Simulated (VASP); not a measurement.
Input of a VASP 6.6.1 run:

POSCAR

```
GaN
1.0
    0.0000000000      2.2995378446      2.2995378446
    2.2489367673      0.0506010773      2.2489367673
    2.2489367673      2.2489367673      0.0506010773
Ga N
1 1
Direct
    0.0000000000      0.0000000000      0.0000000000
    0.7500000000      0.7500000000      0.7500000000
```

Contents of INCAR.step1:

```
PREC = Accurate ; ENCUT = 520
ISMEAR = 0 ; SIGMA = 0.05
LREAL = F ; LASPH = T
NELM = 80 ; NBANDS = 16
GGA = PE ; ALGO = Normal
EDIFF = 1E-4 ; LWAVE = T
LCHARG = F
```

The input INCAR.step2:

```
PREC = Accurate ; ENCUT = 520
EDIFF = 1E-7 ; ISMEAR = 0
SIGMA = 0.05 ; LREAL = F
LASPH = T ; NELM = 80
ALGO = Normal ; ISIF = 2
LWAVE = F ; LCHARG = F
METAGGA = R2SCAN ; LMIXTAU = T
NBANDS = 16 ; ISTART = 1
```

File KPOINTS:

```
Automatic mesh
0
Gamma
  10 10 10
```

Potentials or basis: VASP PAW PBE potentials, release 64 (Ga_d, N).

Run with:

```sh
$ cat potpaw_PBE.64/Ga_d/POTCAR potpaw_PBE.64/N/POTCAR > POTCAR
$ cp INCAR.step1 INCAR
$ mpirun -np 1 vasp_std > vasp.out
$ cp INCAR.step2 INCAR
$ mpirun -np 1 vasp_std > vasp.out
```

(1) Estimate the band gap on the k mesh.

(2) What does it give for the largest force?

(3) Predict the pressure.

Results:

(1) 2.03 eV, direct.

(2) 0.398 eV/Å.

(3) 1.6 GPa.

Caveat: the cell differs from its parent crystal (strain +0.0450 x Voigt [0, 0, 0, 1, 0, 0]); the PAW data sets were made with another functional, which shifts forces and pressure a little.
